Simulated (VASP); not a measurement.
ZnSe, 2 atoms in the cell. It takes space group I-4m2 (No. 119, tetragonal). The conventional cell has a = 4.008 Å, b = 4.008 Å, c = 5.554 Å, α = 90.00°, β = 90.00°, γ = 90.00°. Within 3.2 Å of Zn (site symmetry -4m2) lie 4 Se at 2.44 Å. Within 3.2 Å of Se (site symmetry -4m2) lie 4 Zn at 2.44 Å.  This cell differs from its parent crystal: zz strain of -2 %.

| Quantity | Value |
| --- | --- |
| Program | VASP 6.6.1 |
| Task | single point |
| Functional | LDA |
| Potentials or basis | VASP PAW LDA potentials, release 64 (Zn, Se) |
| Cutoff | 520 eV |
| k mesh | 8 × 8 × 8 |
| Occupations | fermi-dirac, width 0.03 eV |
| Spin | no spin polarisation |
| Dipole correction | no |
| Further INCAR settings | ALGO = Normal; EDIFF = 1e-07; NBANDS = 16 |

Potentials or basis: VASP PAW LDA potentials, release 64 (Zn, Se).

The run is started by

```console
$ cat potpaw_LDA.64/Zn/POTCAR potpaw_LDA.64/Se/POTCAR > POTCAR
$ mpirun -np 1 vasp_std > vasp.out
```

Hardware: 1 thread of Intel Xeon 8259CL, with other jobs on the host.

Task: How long does it take, and how much memory?

Result: Wall time 66 s on 1 thread of Intel Xeon 8259CL, with other jobs on the host, peak memory 0.17 GiB. Counts: scf iterations 13, k points 59.
